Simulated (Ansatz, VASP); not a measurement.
**Two plane-wave programs on Ir**

Contents of POSCAR:

```
Ir
1.0
    2.9714881261      0.0000000000      0.0000000000
   -1.4857440631      2.5733842043      0.0000000000
    0.0000000000      0.0000000000      4.6407816000
Ir
2
Direct
    0.6666666667      0.3333333333      0.7500000000
    0.3333333333      0.6666666667      0.2500000000
```

The input INCAR.step1:

```
SYSTEM = Ir
  PREC = Accurate
  ENCUT = 520
  ISMEAR = 0
  SIGMA = 0.15
  LREAL = .FALSE.
  LASPH = .TRUE.
  NELM = 100
  NBANDS = 16
  GGA = PE
  ALGO = Normal
  EDIFF = 1E-4
  LWAVE = .TRUE.
  LCHARG = .FALSE.
```

Contents of INCAR.step2:

```
SYSTEM = Ir
  PREC = Accurate
  ENCUT = 520
  EDIFF = 1E-6
  ISMEAR = 0
  SIGMA = 0.15
  LREAL = .FALSE.
  LASPH = .TRUE.
  NELM = 100
  ALGO = Normal
  ISIF = 2
  LWAVE = .FALSE.
  LCHARG = .FALSE.
  METAGGA = R2SCAN
  LMIXTAU = .TRUE.
  NBANDS = 16
  ISTART = 1
```

The input KPOINTS:

```
regular mesh
0
G
  18 18 12
  0 0 0
```

Input for Ansatz:

```yaml
crystal:
  lattice:
    - [2.9714881261, 0.0, 0.0]
    - [-1.4857440631, 2.5733842043, 0.0]
    - [0.0, 0.0, 4.6407816]
  atoms:
    - { symbol: Ir, position: [0.6666666667, 0.3333333333, 0.75] }
    - { symbol: Ir, position: [0.3333333333, 0.6666666667, 0.25] }
basis:
  ecutwfc: 500
kpoints:
  mp_grid: { grid: [18, 18, 12] }
hamiltonian:
  xc: r2scan
scf:
  occupations: { method: gaussian, width: 0.15 }
output:
  forces: true
  stress: true
  eigenvalues: true
```

Change from the starting cell: strain +0.080 along x and y, +0.040 along z, atoms carried along.

Alike in both runs: task single point; functional r2SCAN; k mesh 18 × 18 × 12; occupations gaussian, width 0.15 eV; no spin polarisation.

|  | VASP | Ansatz |
| --- | --- | --- |
| version | VASP 6.6.1 | Ansatz 0.2.0 |
| potentials or method | VASP PAW PBE potentials, release 64 (Ir), cutoff 520 eV | scalar-relativistic, plane waves, PAW |
| valence electrons in the cell | 18 | 34 |

|  | VASP | Ansatz | Ansatz less VASP |
| --- | --- | --- | --- |
| gap on the k mesh at the Fermi level (eV) | none | none | - |
| pressure (GPa) | -44.9 | -45.8 | -0.90 |
| traceless stress, the component that is largest in VASP (GPa) | 1.95 | 1.87 | -0.078 |

VASP's potentials were made for PBE, not for r2SCAN. A gap of «none» marks a metal or a gap that the smearing closes. Both programs put the cell under strong tension, so it lies far from rest at this level. VASP's potentials hold 18 valence electrons a cell and Ansatz's 34, so a difference there can come from the potentials and not from the codes.

Spin-orbit coupling is off throughout. Noted on VASP's run: the cell as given lies far from equilibrium.
